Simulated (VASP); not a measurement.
# Ti2CdSb3 (P-4m2) in VASP: a series of runs

Runs on Ti2CdSb3. Level: PBE. Tasks: single point, relaxation of cell and atoms.

All numbers are computed with VASP 6.6.1; they aren't measurements. Logs are shortened: lines on timing, memory, paths and dates and some standing lists are left out, and cuts for length are marked.

**1. The cell of the first run**

Symmetry: P-4m2, No. 115, tetragonal system. Conventional cell: a = 3.981 Å, b = 3.981 Å, c = 8.308 Å, α = 90.00°, β = 90.00°, γ = 90.00°. Within 3.9 Å of Sb (site symmetry 2mm) lie 5 Ti at 2.93 to 2.94 Å and 6 Sb at 3.49 to 3.70 Å and 2 Cd at 3.70 Å. Within 3.7 Å of Sb (site symmetry -4m2) lie 4 Cd at 2.81 Å and 4 Ti at 3.01 Å. Within 3.9 Å of Ti (site symmetry 2mm) lie 7 Sb at 2.93 to 3.01 Å and 2 Cd at 3.01 Å. Within 3.7 Å of Cd (site symmetry -4m2) lie 4 Sb at 2.81 Å and 4 Ti at 3.01 Å.

**2. Single point, PBE**

File INCAR:

```
SYSTEM = Ti2CdSb3
PREC     = Accurate       ! precision mode
ENCUT    = 520            ! plane-wave cutoff, eV
EDIFF    = 1E-7           ! SCF threshold, eV
ISMEAR   = -1             ! smearing method
SIGMA    = 0.1            ! smearing width, eV
LREAL    = .False.        ! projectors in reciprocal space
LASPH    = .True.         ! aspherical terms in the spheres
NELM     = 80             ! most SCF steps
ALGO     = Normal         ! electronic algorithm
ISIF     = 2              ! what is computed and relaxed
LWAVE    = .False.        ! write WAVECAR
LCHARG   = .False.        ! write CHGCAR
GGA      = PE             ! functional
NBANDS   = 34             ! bands
```

File KPOINTS:

```
Automatic mesh
0
Gamma
  5 5 2
  0 0 0
```

File POSCAR:

```
Ti2CdSb3
1.0
    3.9805540356      0.0000000000      0.0000000000
    0.0000000000      3.9805540356      0.0000000000
    0.0000000000      0.0000000000      8.3081733489
Sb Ti Cd
3 2 1
Direct
    0.0000000000      0.5000000000      0.3756708076
    0.5000000000      0.0000000000      0.6243291924
    0.5000000000      0.5000000000      0.0000000000
    0.0000000000      0.5000000000      0.7283546408
    0.5000000000      0.0000000000      0.2716453592
    0.0000000000      0.0000000000      0.0000000000
```

Potentials or basis: VASP PAW PBE potentials, release 64 (Sb, Ti_sv, Cd).

Launch:

```bash
$ cat potpaw_PBE.64/Sb/POTCAR potpaw_PBE.64/Ti_sv/POTCAR potpaw_PBE.64/Cd/POTCAR > POTCAR
$ mpirun -np 1 vasp_std > vasp.out
```

OUTCAR:

```text
SYSTEM = Ti2CdSb3
   PREC = Accurate
   ENCUT = 520
   EDIFF = 1E-7
   ISMEAR = -1
   LREAL = .False.
   LASPH = .True.
   NELM = 80
   ISIF = 2
   GGA = PE

 ion  position               nearest neighbor table
   1  0.000  0.500  0.376-   4 2.93   5 2.94   5 2.94   5 2.94   5 2.94   2 3.49   2 3.49   2 3.49
                             2 3.49   3 3.70   6 3.70   6 3.70   3 3.70
   2  0.500  0.000  0.624-   5 2.93   4 2.94   4 2.94   4 2.94   4 2.94   1 3.49   1 3.49   1 3.49
                             1 3.49   3 3.70   6 3.70   6 3.70   3 3.70
   3  0.500  0.500  0.000-   6 2.81   6 2.81   6 2.81   6 2.81   5 3.01   4 3.01   4 3.01   5 3.01
                             1 3.70   2 3.70   2 3.70   1 3.70
   4  0.000  0.500  0.728-   1 2.93   2 2.94   2 2.94   2 2.94   2 2.94   6 3.01   6 3.01   3 3.01
                             3 3.01
   5  0.500  0.000  0.272-   2 2.93   1 2.94   1 2.94   1 2.94   1 2.94   3 3.01   6 3.01   6 3.01
                             3 3.01
   6  0.000  0.000  0.000-   3 2.81   3 2.81   3 2.81   3 2.81   4 3.01   5 3.01   5 3.01   4 3.01
                             2 3.70   1 3.70   2 3.70   1 3.70

  LATTYP: Found a simple tetragonal cell.
 ALAT       =     3.9805540356
 C/A-ratio  =     2.0871901938

  Lattice vectors:

 A1 = (   3.9805540356,   0.0000000000,   0.0000000000)
 A2 = (   0.0000000000,   3.9805540356,   0.0000000000)
 A3 = (   0.0000000000,   0.0000000000,   8.3081733489)

Analysis of symmetry for initial positions (statically):
=====================================================================
 Subroutine PRICEL returns:
 Original cell was already a primitive cell.

 Routine SETGRP: Setting up the symmetry group for a
 simple tetragonal supercell.

 Subroutine GETGRP returns: Found  8 space group operations
 (whereof  8 operations were pure point group operations)
 out of a pool of 16 trial point group operations.

The static configuration has the point symmetry D_2d.

Analysis of symmetry for dynamics (positions and initial velocities):
=====================================================================
 Subroutine PRICEL returns:
 Original cell was already a primitive cell.

 Routine SETGRP: Setting up the symmetry group for a
 simple tetragonal supercell.

 Subroutine GETGRP returns: Found  8 space group operations
 (whereof  8 operations were pure point group operations)
 out of a pool of 16 trial point group operations.

The dynamic configuration has the point symmetry D_2d.

 Subroutine INISYM returns: Found  8 space group operations
 (whereof  8 operations are pure point group operations),
 and found     1 'primitive' translations

----------------------------------------------------------------------------------------

                                     Primitive cell

  volume of cell :     131.6414

  direct lattice vectors                    reciprocal lattice vectors
     3.980554036  0.000000000  0.000000000     0.251221310  0.000000000  0.000000000
     0.000000000  3.980554036  0.000000000     0.000000000  0.251221310  0.000000000
     0.000000000  0.000000000  8.308173349     0.000000000  0.000000000  0.120363401

  length of vectors
     3.980554036  3.980554036  8.308173349     0.251221310  0.251221310  0.120363401

  position of ions in fractional coordinates (direct lattice)
     0.000000000  0.500000000  0.375670808
     0.500000000  0.000000000  0.624329192
     0.500000000  0.500000000  0.000000000
     0.000000000  0.500000000  0.728354641
     0.500000000  0.000000000  0.271645359
     0.000000000  0.000000000  0.000000000

  ion indices of the primitive-cell ions
   primitive index   ion index
                 1           1
                 2           2
                 3           3
                 4           4
                 5           5
                 6           6

----------------------------------------------------------------------------------------

 KPOINTS: Automatic mesh

Automatic generation of k-mesh.
 Grid dimensions read from file:
 generate k-points for:    5    5    2

 Generating k-lattice:

  Cartesian coordinates                     Fractional coordinates (reciprocal lattice)
     0.050244262  0.000000000  0.000000000     0.200000000  0.000000000  0.000000000
     0.000000000  0.050244262  0.000000000     0.000000000  0.200000000  0.000000000
     0.000000000  0.000000000  0.060181700     0.000000000  0.000000000  0.500000000

  Length of vectors
     0.050244262  0.050244262  0.060181700

  Shift w.r.t. Gamma in fractional coordinates (k-lattice)
     0.000000000  0.000000000  0.000000000

 Subroutine IBZKPT returns following result:
 ===========================================

 Found     12 irreducible k-points:

 Following reciprocal coordinates:
            Coordinates               Weight
  0.000000  0.000000  0.000000      1.000000
  0.200000  0.000000  0.000000      4.000000
  0.400000  0.000000  0.000000      4.000000
  0.200000  0.200000  0.000000      4.000000
  0.400000  0.200000  0.000000      8.000000
  0.400000  0.400000  0.000000      4.000000
  0.000000  0.000000  0.500000      1.000000
  0.200000  0.000000  0.500000      4.000000
  0.400000  0.000000  0.500000      4.000000
  0.200000  0.200000  0.500000      4.000000
  0.400000  0.200000  0.500000      8.000000
  0.400000  0.400000  0.500000      4.000000
   k-points           NKPTS =     12   k-points in BZ     NKDIM =     12   number of bands    NBANDS=     34
   number of dos      NEDOS =    301   number of ions     NIONS =      6
   total plane-waves  NPLWV =  57600
   dimension x,y,z NGX =    30 NGY =   30 NGZ =   64
   dimension x,y,z NGXF=    60 NGYF=   60 NGZF=  128
   ions per type =               3   2   1
   NGX,Y,Z   is equivalent  to a cutoff of  12.53, 12.53, 12.81 a.u.
   NGXF,Y,Z  is equivalent  to a cutoff of  25.06, 25.06, 25.61 a.u.
 SYSTEM =  Ti2CdSb3
   PREC   = accura    normal or accurate (medium, high low for compatibility)
   ISTART =      0    job   : 0-new  1-cont  2-samecut
   ICHARG =      2    charge: 1-file 2-atom 10-const
   ISPIN  =      1    spin polarized calculation?
   LNONCOLLINEAR =      F non collinear calculations
   LSORBIT =      F    spin-orbit coupling
   LASPH  =      T    aspherical Exc in radial PAW
   ENCUT  =  520.0 eV  38.22 Ry    6.18 a.u.   7.40  7.40 15.45*2*pi/ulx,y,z
   NELM   =     80;   NELMIN=  2; NELMDL= -5     # of ELM steps
   EDIFF  = 0.1E-06   stopping-criterion for ELM
   LREAL  =      F    real-space projection
   EDIFFG = 0.1E-05   stopping-criterion for IOM
   NSW    =      0    number of steps for IOM
   IBRION =     -1    ionic relax: 0-MD 1-quasi-New 2-CG
   NFREE  =      0    steps in history (QN), initial steepest desc. (CG)
   ISIF   =      2    stress and relaxation
   ISYM   =      2    0-nonsym 1-usesym 2-fastsym
   POTIM  = 0.5000    time-step for ionic-motion
   TEBEG  =    0.0;   TEEND  =   0.0 temperature during run
   PSTRESS=    0.0 pullay stress
   NELECT =      51.0000    total number of electrons
   NUPDOWN=      -1.0000    fix difference up-down
   EMIN   =  10.00;   EMAX   =-10.00  energy-range for DOS
   EFERMI =   0.00;   METHOD = LEGACY
   ISMEAR =    -1;   SIGMA  =   0.10  broadening in eV -4-tet -1-fermi 0-gaus
   EFERMI_NEDOS =   21; number of points for ismear=-14 and -15
   IALGO  =     38    algorithm
   IMIX   =      4    mixing-type and parameters
     AMIX     =   0.40;   BMIX     =  1.00
     AMIX_MAG =   1.60;   BMIX_MAG =  1.00
  volume/ion in A,a.u.               =      21.94       148.06
  Fermi-wavevector in a.u.,A,eV,Ry     =   1.193440  2.255275 19.378774  1.424300
  Thomas-Fermi vector in A             =   2.329455
   LORBIT       =      0    0 simple, 1 ext, 2 COOP (PROOUT), +10 PAW based schemes
   GGA     = PE    functional components
   LHFCALC =     F    Hartree Fock is set to
   AEXX    =    0.0000 exact exchange contribution
   IVDW    =     0    specifies the selected vdW correction
   LEPSILON=     F    determine dielectric tensor
   LRPA    =     F    only Hartree local field effects (RPA)
 non-spin polarized calculation
  energy-cutoff  :      520.00
  volume of cell :      131.64
 maximum number of plane-waves:      3590
 NGX is ok and might be reduce to    30
   NGX = 15   NGY = 15   NGZ = 31

 number of electron      51.0000002 magnetization

 Free energy of the ion-electron system (eV)
  ---------------------------------------------------
  ext. energy  EPLUGINS =         0.00000000
  ---------------------------------------------------
  free energy    TOTEN  =       -30.27486515 eV

  energy without entropy =      -30.12823219  energy(sigma->0) =      -30.20154867

 E-fermi :   7.8129     XC(G=0): -10.8339

 val. band max:        7.8025115348   @ k =   0.4000   0.0000   0.5000
 cond. band min:       7.8463903534   @ k =   0.2000   0.2000   0.0000
 fundamental gap:      0.0438788186
 Fermi energy:         7.8129446231

 k-point     1 :       0.0000    0.0000    0.0000
  band No.  band energies     occupation
      1     -49.3434      2.00000
      2     -49.3432      2.00000
      3     -25.6361      2.00000
      4     -25.6361      2.00000
      5     -25.6003      2.00000
      6     -25.5954      2.00000
[... 26 lines left out ...]
     33       9.5008      0.00000
     34      10.6161      0.00000

 k-point     2 :       0.2000    0.0000    0.0000
  band No.  band energies     occupation
      1     -49.3432      2.00000
      2     -49.3430      2.00000
      3     -25.6412      2.00000
      4     -25.6353      2.00000
      5     -25.5993      2.00000
      6     -25.5954      2.00000
[... 26 lines left out ...]
     33      10.6725      0.00000
     34      10.7677      0.00000

 k-point     3 :       0.4000    0.0000    0.0000
  band No.  band energies     occupation
      1     -49.3428      2.00000
      2     -49.3427      2.00000
      3     -25.6494      2.00000
      4     -25.6341      2.00000
      5     -25.6017      2.00000
      6     -25.5972      2.00000
[... 26 lines left out ...]
     33      10.9056      0.00000
     34      11.1642      0.00000

 k-point     4 :       0.2000    0.2000    0.0000
  band No.  band energies     occupation
      1     -49.3429      2.00000
      2     -49.3428      2.00000
      3     -25.6406      2.00000
      4     -25.6402      2.00000
      5     -25.5984      2.00000
      6     -25.5952      2.00000
[... 26 lines left out ...]
     33       9.8565      0.00000
     34      11.1001      0.00000

 k-point     5 :       0.4000    0.2000    0.0000
  band No.  band energies     occupation
      1     -49.3425      2.00000
      2     -49.3425      2.00000
      3     -25.6486      2.00000
      4     -25.6391      2.00000
      5     -25.6008      2.00000
      6     -25.5964      2.00000
[... 177 lines left out ...]
 k-point    10 :       0.2000    0.2000    0.5000
  band No.  band energies     occupation
      1     -49.3429      2.00000
      2     -49.3428      2.00000
      3     -25.6405      2.00000
      4     -25.6403      2.00000
      5     -25.5977      2.00000
      6     -25.5961      2.00000
[... 26 lines left out ...]
     33      10.1079      0.00000
     34      10.6326      0.00000

 k-point    11 :       0.4000    0.2000    0.5000
  band No.  band energies     occupation
      1     -49.3425      2.00000
      2     -49.3425      2.00000
      3     -25.6486      2.00000
      4     -25.6391      2.00000
      5     -25.6010      2.00000
      6     -25.5960      2.00000
[... 26 lines left out ...]
     33      10.3890      0.00000
     34      10.9499      0.00000

 k-point    12 :       0.4000    0.4000    0.5000
  band No.  band energies     occupation
      1     -49.3421      2.00000
      2     -49.3421      2.00000
      3     -25.6476      2.00000
      4     -25.6470      2.00000
      5     -25.5998      2.00000
      6     -25.5992      2.00000
[... 26 lines left out ...]
     33      10.0741      0.00000
     34      10.3747      0.00000

------------------------ aborting loop because EDIFF is reached ----------------------------------------

  FORCE on cell =-STRESS in cart. coord.  units (eV):
  Direction    XX          YY          ZZ          XY          YZ          ZX
  --------------------------------------------------------------------------------------
  -------------------------------------------------------------------------------------
  Total        0.1053409      0.1053409      0.0513848      0.0000000     -0.0000000      0.0000000
  in kB        1.2820792      1.2820792      0.6253923      0.0000000     -0.0000000      0.0000000
  external PRESSURE =       1.0631836 kB  Pullay stress =       0.0000000 kB

 VOLUME and BASIS-vectors are now :
 -----------------------------------------------------------------------------
  energy-cutoff  :      520.00
  volume of cell :      131.64
      direct lattice vectors                 reciprocal lattice vectors
     3.980554036  0.000000000  0.000000000     0.251221310  0.000000000  0.000000000
     0.000000000  3.980554036  0.000000000     0.000000000  0.251221310  0.000000000
     0.000000000  0.000000000  8.308173349     0.000000000  0.000000000  0.120363401

 POSITION                                       TOTAL-FORCE (eV/Angst)
 -----------------------------------------------------------------------------------
      0.00000      1.99028      3.12114         0.000000      0.000000      0.007181
      1.99028      0.00000      5.18704         0.000000      0.000000     -0.007181
      1.99028      1.99028      0.00000         0.000000      0.000000      0.000000
      0.00000      1.99028      6.05130        -0.000000     -0.000000     -0.005315
      1.99028      0.00000      2.25688         0.000000      0.000000      0.005315
      0.00000      0.00000      0.00000         0.000000      0.000000      0.000000
 -----------------------------------------------------------------------------------
    total drift:                                0.000000      0.000000      0.000000

  FREE ENERGIE OF THE ION-ELECTRON SYSTEM (eV)
  ---------------------------------------------------
  free  energy   TOTEN  =       -30.2748651474 eV

  energy  without entropy=      -30.1282321894  energy(sigma->0) =      -30.20154867
```

Wall time 32 s (1 thread of Intel Xeon 6975P-C (Granite Rapids), shared host); peak memory 0.25 GiB.

What came out:

| Quantity | Value |
| --- | --- |
| Free energy | -30.2749 eV |
| Pressure | 0.1 GPa |
| Largest force | 0.007 eV/Å |

Forces on the atoms (eV/Å):
```
Sb   0.000  0.000  0.007
Sb   0.000  0.000 -0.007
Sb   0.000  0.000  0.000
Ti   0.000  0.000 -0.005
Ti   0.000  0.000  0.005
Cd   0.000  0.000  0.000
```

Levels at points of the mesh, in eV from the Fermi level:
| k point | band 21 | band 22 | band 23 | band 24 | band 25 | band 26 | band 27 | band 28 | band 29 | band 30 |
| --- | --- | --- | --- | --- | --- | --- | --- | --- | --- | --- |
| (0.00, 0.00, 0.00) | -1.44 | -1.44 | -1.38 | -0.71 | 0.61 | 0.61 | 0.76 | 0.79 | 0.90 | 1.38 |
| (0.00, 0.00, 0.50) | -1.43 | -1.37 | -1.35 | -0.58 | -0.23 | 0.75 | 0.80 | 0.82 | 0.82 | 1.28 |

Caveat: the k points lie up to 0.38 Å⁻¹ apart; spin-orbit coupling is left out, which moves the levels of the heavy elements.

(Part 1 of 2 ends here.)
